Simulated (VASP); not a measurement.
TiO2, 12 atoms in the cell. It takes space group C2/m (No. 12, monoclinic). Conventional cell: a = 12.431 Å, b = 3.808 Å, c = 6.479 Å, α = 90.00°, β = 107.40°, γ = 90.00°. Within 2.3 Å of Ti (site symmetry m) lie 6 O at 1.76 to 2.25 Å. Ti (site symmetry m) has 6 O at 1.85 to 2.15 Å within 2.5 Å. Within 3.1 Å of O (site symmetry m) lie 3 Ti at 1.87 to 2.10 Å and 10 O at 2.54 to 3.02 Å. O (site symmetry m) has 3 Ti at 1.97 to 2.01 Å and 2 O at 2.53 Å within 2.6 Å. O (site symmetry m) has 2 Ti at 1.76 to 1.85 Å within 2.3 Å. Within 2.7 Å of O (site symmetry m) lie 4 Ti at 1.98 to 2.25 Å and 5 O at 2.53 to 2.68 Å. 

* Program: VASP 6.6.1
* Task: single point
* Functional: r2SCAN
* Potentials or basis: VASP PAW PBE potentials, release 64 (Ti_sv, O)
* Cutoff: 520 eV
* k mesh: 6 × 6 × 4
* Occupations: gaussian, width 0.02 eV
* Spin: no spin polarisation
* Dipole correction: no
* Further INCAR settings: ALGO = Normal; EDIFF = 1e-06; NBANDS = 60

Potentials or basis: VASP PAW PBE potentials, release 64 (Ti_sv, O).

Command:

```sh
$ cat potpaw_PBE.64/Ti_sv/POTCAR potpaw_PBE.64/O/POTCAR > POTCAR
$ cp INCAR.step1 INCAR
$ mpirun -np 1 vasp_std > vasp.out
$ cp INCAR.step2 INCAR
$ mpirun -np 1 vasp_std > vasp.out
```

Hardware: 1 thread of Intel(R) Xeon(R) 6975P-C (Granite Rapids), with other jobs on the host.

Question: Estimate the wall time of this run.

Answer: Wall time 16 min on 1 thread of Intel(R) Xeon(R) 6975P-C (Granite Rapids), with other jobs on the host, peak memory 0.56 GiB. Counts: k points 47.
